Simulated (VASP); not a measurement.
Here is a VASP 6.6.1 calculation.

INCAR

```
ALGO = Normal ; EDIFF = 1E-7
ENCUT = 520 ; GGA = PE
ISIF = 2 ; ISMEAR = 0
LASPH = True ; LCHARG = True
LELF = True ; LREAL = False
LVHAR = True ; LWAVE = False
NBANDS = 20 ; NELM = 60
PREC = Accurate ; SIGMA = 0.02
```

KPOINTS

```
k-points
0
Gamma
  12 12 12
```

File POSCAR:

```
SnO2
1.0
    1.6473650576      0.9511066595      5.3225130097
   -1.6473650576      0.9511066595      5.3225130097
    0.0000000000     -1.9022133189      5.3225130097
Sn O
1 2
Direct
    0.5000000000      0.5000000000      0.5000000000
    0.2422724737      0.2422724737      0.2422724737
    0.7577275263      0.7577275263      0.7577275263
```

Potentials or basis: VASP PAW PBE potentials, release 64 (Sn_d, O).

Command:

```sh
$ cat potpaw_PBE.64/Sn_d/POTCAR potpaw_PBE.64/O/POTCAR > POTCAR
$ mpirun -np 1 vasp_std > vasp.out
```

Task: What does it give for the band gap on the k mesh?

Result: 1.55 eV (least direct gap 1.58 eV).

Task: Predict the largest force.

Result: 2.366 eV/Å.

Forces on the atoms (eV/Å):
```
Sn   0.000  0.000  0.000
O    0.000  0.000 -2.366
O    0.000  0.000  2.366
```

Caveat: the cell differs from its parent crystal (strained); the cell stands under tension; spin-orbit coupling is left out, which moves the levels of the heavy elements; forces of over 1 eV/Å act on the atoms, so gaps and moduli don't describe the material at rest. A k mesh can miss the band edges.
